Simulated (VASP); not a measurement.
# Ca (Im-3m) in VASP: single point with r2SCAN

Aim: the single point of Ca with r2SCAN.

Everything below comes from runs of VASP 6.6.1. Logs are shortened: lines on timing, memory, paths and dates and some standing lists are left out, and cuts for length are marked.

### 1 The cell of the first run

It takes space group Im-3m (No. 229, cubic). Conventional cell: a = 4.426 Å, b = 4.426 Å, c = 4.426 Å, α = 90.00°, β = 90.00°, γ = 90.00°. Within 5.0 Å of Ca (site symmetry m-3m) lie 14 Ca at 3.83 to 4.43 Å.

### 2 Single point, r2SCAN

POSCAR reads:

```
Ca
1.0
   -2.2130649100      2.2130649100      2.2130649100
    2.2130649100     -2.2130649100      2.2130649100
    2.2130649100      2.2130649100     -2.2130649100
Ca
1
Direct
    0.0000000000      0.0000000000      0.0000000000
```

INCAR.step1 reads:

```
ALGO = Normal ; EDIFF = 1E-4
ENCUT = 520 ; GGA = PE
ISMEAR = 0 ; LASPH = T
LCHARG = F ; LREAL = F
LWAVE = T ; NBANDS = 11
NELM = 60 ; PREC = Accurate
SIGMA = 0.1
```

INCAR.step2 reads:

```
ALGO = Normal ; EDIFF = 1E-6
ENCUT = 520 ; ISIF = 2
ISMEAR = 0 ; ISTART = 1
LASPH = T ; LCHARG = T
LELF = T ; LMIXTAU = T
LREAL = F ; LVHAR = T
LWAVE = F ; METAGGA = R2SCAN
NBANDS = 11 ; NELM = 60
PREC = Accurate ; SIGMA = 0.1
```

KPOINTS reads:

```
k-points
0
Gamma
  18 18 18
```

Potentials or basis: VASP PAW PBE potentials, release 64 (Ca_sv).

Started as:

```bash
$ cat potpaw_PBE.64/Ca_sv/POTCAR > POTCAR
$ cp INCAR.step1 INCAR
$ mpirun -np 1 vasp_std > vasp.out
$ cp INCAR.step2 INCAR
$ mpirun -np 1 vasp_std > vasp.out
```

OUTCAR:

```text
EDIFF = 1E-6
   ENCUT = 520
   ISIF = 2
   ISMEAR = 0
   ISTART = 1
   LASPH = T
   LREAL = F
   METAGGA = R2SCAN
   NELM = 60
   PREC = Accurate

 ion  position               nearest neighbor table
   1  0.000  0.000  0.000-

  LATTYP: Found a body centered cubic cell.
 ALAT       =     4.4261298200

  Lattice vectors:

 A1 = (  -2.2130649100,   2.2130649100,   2.2130649100)
 A2 = (   2.2130649100,  -2.2130649100,   2.2130649100)
 A3 = (   2.2130649100,   2.2130649100,  -2.2130649100)

Analysis of symmetry for initial positions (statically):
=====================================================================
 Subroutine PRICEL returns:
 Original cell was already a primitive cell.

 Routine SETGRP: Setting up the symmetry group for a
 body centered cubic supercell.

 Subroutine GETGRP returns: Found 48 space group operations
 (whereof 48 operations were pure point group operations)
 out of a pool of 48 trial point group operations.

The static configuration has the point symmetry O_h .

Analysis of symmetry for dynamics (positions and initial velocities):
=====================================================================
 Subroutine PRICEL returns:
 Original cell was already a primitive cell.

 Routine SETGRP: Setting up the symmetry group for a
 body centered cubic supercell.

 Subroutine GETGRP returns: Found 48 space group operations
 (whereof 48 operations were pure point group operations)
 out of a pool of 48 trial point group operations.

The dynamic configuration has the point symmetry O_h .

 Subroutine INISYM returns: Found 48 space group operations
 (whereof 48 operations are pure point group operations),
 and found     1 'primitive' translations

----------------------------------------------------------------------------------------

                                     Primitive cell

  volume of cell :      43.3553

  direct lattice vectors                    reciprocal lattice vectors
    -2.213064910  2.213064910  2.213064910     0.000000000  0.225931014  0.225931014
     2.213064910 -2.213064910  2.213064910     0.225931014  0.000000000  0.225931014
     2.213064910  2.213064910 -2.213064910     0.225931014  0.225931014  0.000000000

  length of vectors
     3.833140865  3.833140865  3.833140865     0.319514705  0.319514705  0.319514705

  position of ions in fractional coordinates (direct lattice)
     0.000000000  0.000000000  0.000000000

  ion indices of the primitive-cell ions
   primitive index   ion index
                 1           1

----------------------------------------------------------------------------------------

 KPOINTS: k-points

Automatic generation of k-mesh.
 Grid dimensions read from file:
 generate k-points for:   18   18   18

 Generating k-lattice:

  Cartesian coordinates                     Fractional coordinates (reciprocal lattice)
     0.000000000  0.012551723  0.012551723     0.055555556  0.000000000  0.000000000
     0.012551723  0.000000000  0.012551723     0.000000000  0.055555556  0.000000000
     0.012551723  0.012551723  0.000000000     0.000000000  0.000000000  0.055555556

  Length of vectors
     0.017750817  0.017750817  0.017750817

  Shift w.r.t. Gamma in fractional coordinates (k-lattice)
     0.000000000  0.000000000  0.000000000

 Subroutine IBZKPT returns following result:
 ===========================================

 Found    195 irreducible k-points:

 Following reciprocal coordinates:
            Coordinates               Weight
  0.000000  0.000000  0.000000      1.000000
  0.055556  0.000000  0.000000     12.000000
  0.111111  0.000000  0.000000     12.000000
  0.166667  0.000000  0.000000     12.000000
  0.222222  0.000000  0.000000     12.000000
  0.277778  0.000000  0.000000     12.000000
[... 16 lines left out ...]
  0.333333  0.111111  0.000000     48.000000
  0.388889  0.111111 -0.000000     48.000000
 [... further k-points ...]
   k-points           NKPTS =    195   k-points in BZ     NKDIM =    195   number of bands    NBANDS=     11
   number of dos      NEDOS =    301   number of ions     NIONS =      1
   total plane-waves  NPLWV =  27000
   dimension x,y,z NGX =    30 NGY =   30 NGZ =   30
   dimension x,y,z NGXF=    60 NGYF=   60 NGZF=   60
   ions per type =               1
   NGX,Y,Z   is equivalent  to a cutoff of  13.01, 13.01, 13.01 a.u.
   NGXF,Y,Z  is equivalent  to a cutoff of  26.02, 26.02, 26.02 a.u.
 SYSTEM =  unknown system
   PREC   = accura    normal or accurate (medium, high low for compatibility)
   ISTART =      1    job   : 0-new  1-cont  2-samecut
   ICHARG =      0    charge: 1-file 2-atom 10-const
   ISPIN  =      1    spin polarized calculation?
   LNONCOLLINEAR =      F non collinear calculations
   LSORBIT =      F    spin-orbit coupling
   LASPH  =      T    aspherical Exc in radial PAW
   ENCUT  =  520.0 eV  38.22 Ry    6.18 a.u.   7.13  7.13  7.13*2*pi/ulx,y,z
   NELM   =     60;   NELMIN=  2; NELMDL=  0     # of ELM steps
   EDIFF  = 0.1E-05   stopping-criterion for ELM
   LREAL  =      F    real-space projection
   EDIFFG = 0.1E-04   stopping-criterion for IOM
   NSW    =      0    number of steps for IOM
   IBRION =     -1    ionic relax: 0-MD 1-quasi-New 2-CG
   NFREE  =      0    steps in history (QN), initial steepest desc. (CG)
   ISIF   =      2    stress and relaxation
   ISYM   =      2    0-nonsym 1-usesym 2-fastsym
   POTIM  = 0.5000    time-step for ionic-motion
   TEBEG  =    0.0;   TEEND  =   0.0 temperature during run
   PSTRESS=    0.0 pullay stress
   NELECT =      10.0000    total number of electrons
   NUPDOWN=      -1.0000    fix difference up-down
   EMIN   =  10.00;   EMAX   =-10.00  energy-range for DOS
   EFERMI =   0.00;   METHOD = LEGACY
   ISMEAR =     0;   SIGMA  =   0.10  broadening in eV -4-tet -1-fermi 0-gaus
   EFERMI_NEDOS =   21; number of points for ismear=-14 and -15
   IALGO  =     38    algorithm
   IMIX   =      4    mixing-type and parameters
     AMIX     =   0.40;   BMIX     =  1.00
     AMIX_MAG =   1.60;   BMIX_MAG =  1.00
  volume/ion in A,a.u.               =      43.36       292.58
  Fermi-wavevector in a.u.,A,eV,Ry     =   1.003985  1.897257 13.714488  1.007986
  Thomas-Fermi vector in A             =   2.136572
   LORBIT       =      0    0 simple, 1 ext, 2 COOP (PROOUT), +10 PAW based schemes
   METAGGA = R2SCAN    functional components
   LHFCALC =     F    Hartree Fock is set to
   AEXX    =    0.0000 exact exchange contribution
   IVDW    =     0    specifies the selected vdW correction
   LEPSILON=     F    determine dielectric tensor
   LRPA    =     F    only Hartree local field effects (RPA)
 non-spin polarized calculation
 Gauss-broadening in eV      SIGMA  =   0.10
  energy-cutoff  :      520.00
  volume of cell :       43.36
 maximum number of plane-waves:      1186
 NGX is ok and might be reduce to    30
   NGX = 15   NGY = 15   NGZ = 15

 number of electron      10.0000002 magnetization

 Free energy of the ion-electron system (eV)
  ---------------------------------------------------
  ext. energy  EPLUGINS =         0.00000000
  ---------------------------------------------------
  free energy    TOTEN  =        -7.01923778 eV

  energy without entropy =       -7.01109042  energy(sigma->0) =       -7.01516410

 E-fermi :   1.9421     XC(G=0):  -8.1307

 val. band max:        1.9288302998   @ k =   0.5000   0.5000   0.2778
 cond. band min:       1.9542190224   @ k =   0.3889   0.1111   0.0556
 fundamental gap:      0.0253887226
 Fermi energy:         1.9421320629

 k-point     1 :       0.0000    0.0000    0.0000
  band No.  band energies     occupation
      1     -41.9635      2.00000
      2     -21.9922      2.00000
      3     -21.9921      2.00000
      4     -21.9921      2.00000
      5      -2.3422      2.00000
      6       4.5624      0.00000
      7       4.5624      0.00000
      8       4.5624      0.00000
      9       5.6295      0.00000
     10       5.6295      0.00000
     11      12.5738      0.00000

 k-point     2 :       0.0556    0.0000    0.0000
  band No.  band energies     occupation
      1     -41.9630      2.00000
      2     -21.9963      2.00000
      3     -21.9935      2.00000
      4     -21.9922      2.00000
      5      -2.2842      2.00000
      6       4.5242      0.00000
      7       4.5393      0.00000
      8       4.6051      0.00000
      9       5.5822      0.00000
     10       5.6298      0.00000
     11      12.4966      0.00000

 k-point     3 :       0.1111    0.0000    0.0000
  band No.  band energies     occupation
      1     -41.9618      2.00000
      2     -22.0081      2.00000
      3     -21.9974      2.00000
      4     -21.9921      2.00000
      5      -2.1119      2.00000
      6       4.4176      0.00000
      7       4.4460      0.00000
      8       4.7319      0.00000
      9       5.4818      0.00000
     10       5.6330      0.00000
     11      12.1814      0.00000

 k-point     4 :       0.1667    0.0000    0.0000
  band No.  band energies     occupation
      1     -41.9600      2.00000
      2     -22.0262      2.00000
      3     -22.0034      2.00000
      4     -21.9921      2.00000
      5      -1.8303      2.00000
      6       4.2353      0.00000
      7       4.2630      0.00000
      8       4.9383      0.00000
      9       5.4158      0.00000
     10       5.6450      0.00000
     11      11.5172      0.00000
[... 239 lines left out ...]
 k-point    22 :       0.2778    0.1111    0.0000
  band No.  band energies     occupation
      1     -41.9525      2.00000
      2     -22.0933      2.00000
      3     -22.0279      2.00000
      4     -21.9977      2.00000
      5      -0.2878      2.00000
      6       3.0570      0.00000
      7       3.6636      0.00000
      8       5.4255      0.00000
      9       5.8512      0.00000
     10       6.0182      0.00000
     11       8.8124      0.00000

 k-point    23 :       0.3333    0.1111    0.0000
  band No.  band energies     occupation
      1     -41.9507      2.00000
      2     -22.1081      2.00000
      3     -22.0351      2.00000
      4     -21.9978      2.00000
      5       0.2908      2.00000
      6       2.6171      0.00000
      7       3.5465      0.00000
      8       5.4791      0.00000
      9       5.8784      0.00000
     10       6.3691      0.00000
     11       8.1473      0.00000

 k-point    24 :       0.3889    0.1111   -0.0000
  band No.  band energies     occupation
      1     -41.9496      2.00000
      2     -22.1176      2.00000
      3     -22.0398      2.00000
      4     -21.9979      2.00000
      5       0.8702      2.00000
      6       2.1484      0.00353
      7       3.4727      0.00000
      8       5.4911      0.00000
      9       5.9089      0.00000
     10       6.6489      0.00000
     11       7.7303      0.00000

 [... further k-points ...]
[... 5 lines left out ...]
  --------------------------------------------------------------------------------------
  -------------------------------------------------------------------------------------
  Total        0.0130961      0.0130961      0.0130961      0.0000000     -0.0000000     -0.0000000
  in kB        0.4839593      0.4839593      0.4839593      0.0000000     -0.0000000     -0.0000000
  external PRESSURE =       0.4839593 kB  Pullay stress =       0.0000000 kB

 VOLUME and BASIS-vectors are now :
 -----------------------------------------------------------------------------
  energy-cutoff  :      520.00
  volume of cell :       43.36
      direct lattice vectors                 reciprocal lattice vectors
    -2.213064910  2.213064910  2.213064910     0.000000000  0.225931014  0.225931014
     2.213064910 -2.213064910  2.213064910     0.225931014  0.000000000  0.225931014
     2.213064910  2.213064910 -2.213064910     0.225931014  0.225931014  0.000000000

 POSITION                                       TOTAL-FORCE (eV/Angst)
 -----------------------------------------------------------------------------------
      0.00000      0.00000      0.00000         0.000000      0.000000      0.000000
 -----------------------------------------------------------------------------------
    total drift:                               -0.000000     -0.000000      0.000000

  FREE ENERGIE OF THE ION-ELECTRON SYSTEM (eV)
  ---------------------------------------------------
  free  energy   TOTEN  =        -7.0192377834 eV

  energy  without entropy=       -7.0110904218  energy(sigma->0) =       -7.01516410
```

It took 3.8 min on 1 thread of Intel Xeon 6975P-C, shared host; peak memory 0.23 GiB.

Results:

```
Free energy            : -7.0192 eV
Pressure               : 0.0 GPa
Band gap on the k mesh : zero (band 5 reaches 2.22 eV, above the bottom of band 6 at 1.78 eV)
```

Caveat: the PAW data sets were made with another functional, which shifts forces and pressure a little.
